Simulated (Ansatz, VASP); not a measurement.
One calculation of Ag2HCl2, two programs

The input INCAR:

```
SYSTEM = Ag2HCl2
ALGO = Normal ; DIPOL = 0.5 0.5 0.307
EDIFF = 1E-6 ; ENCUT = 520
GGA = PE ; IDIPOL = 3
ISIF = 2 ; ISMEAR = 0
ISPIN = 2 ; IVDW = 12
LASPH = .TRUE. ; LCHARG = .FALSE.
LDIPOL = .TRUE. ; LMAXMIX = 4
LORBIT = 11 ; LREAL = .FALSE.
LWAVE = .FALSE. ; MAGMOM = 0 0 0 0 1
NBANDS = 30 ; NELM = 150
PREC = Accurate ; SIGMA = 0.05
```

The input KPOINTS:

```
k-points
0
G
  7 7 1
  0 0 0
```

POSCAR

```
Ag2HCl2
1.0
    3.8966246593      0.0000000000      0.0000000000
    0.0000000000      3.8966246593      0.0000000000
    0.0000000000      0.0000000000     20.1478735173
Ag Cl H
2 2 1
Direct
    0.0000000000      0.0000000000      0.1985321179
    0.5000000000      0.5000000000      0.3337564577
    0.5000000000      0.5000000000      0.1985321179
    0.0000000000      0.0000000000      0.3398807081
    0.0000000000      0.2500000000      0.4639632817
```

Input for Ansatz:

```yaml
crystal:
  lattice:
    - [3.8966246593, 0.0, 0.0]
    - [0.0, 3.8966246593, 0.0]
    - [0.0, 0.0, 20.1478735173]
  atoms:
    - { symbol: Ag, position: [0.0, 0.0, 0.1985321179] }
    - { symbol: Cl, position: [0.5, 0.5, 0.1985321179] }
    - { symbol: Ag, position: [0.5, 0.5, 0.3337564577] }
    - { symbol: Cl, position: [0.0, 0.0, 0.3398807081] }
    - { symbol: H, position: [0.0, 0.25, 0.4639632817], spin: 1.0 }
basis:
  ecutwfc: 420
kpoints:
  mp_grid: { grid: [7, 7, 1] }
hamiltonian:
  xc: pbe
  dispersion: d3bj
scf:
  occupations: { method: gaussian, width: 0.05 }
output:
  forces: true
  eigenvalues: true
  populations: true
magnetization:
  spin_polarized: true
efield:
  axis: 3
  dipole_correction: true
  ramp_width: 0.04
```

Alike in both runs: task single point; functional PBE; dispersion D3(BJ); k mesh 7 × 7 × 1; occupations gaussian, width 0.05 eV; collinear spin.

```csv
,VASP,Ansatz
version,VASP 6.6.1,Ansatz 0.2.0
potentials or method,"VASP PAW PBE potentials, release 64 (Ag, Cl, H), cutoff 520 eV","scalar-relativistic, plane waves, PAW"
valence electrons in the cell,37,53
```

Ansatz gave:

| Quantity | Value |
| --- | --- |
| gap on the k mesh at the Fermi level (eV) | 1.00 |
| least direct gap on the mesh (eV) | 2.27 |
| rms of the force components (eV/Å) | 0.101 |
| net moment per atom (μB) | 0.20 |
| size of the moment on the site where the two differ most (μB) | 0.80 |

Question: What did VASP give for the same quantities?

Answer: gap on the k mesh at the Fermi level (eV): 1.00; least direct gap on the mesh (eV): 2.27; rms of the force components (eV/Å): 0.101; net moment per atom (μB): 0.20; size of the moment on the site where the two differ most (μB): 0.37.

Site moments also hang on the region over which each program counts them. VASP's potentials hold 37 valence electrons a cell and Ansatz's 53, so a difference there can come from the potentials and not from the codes.
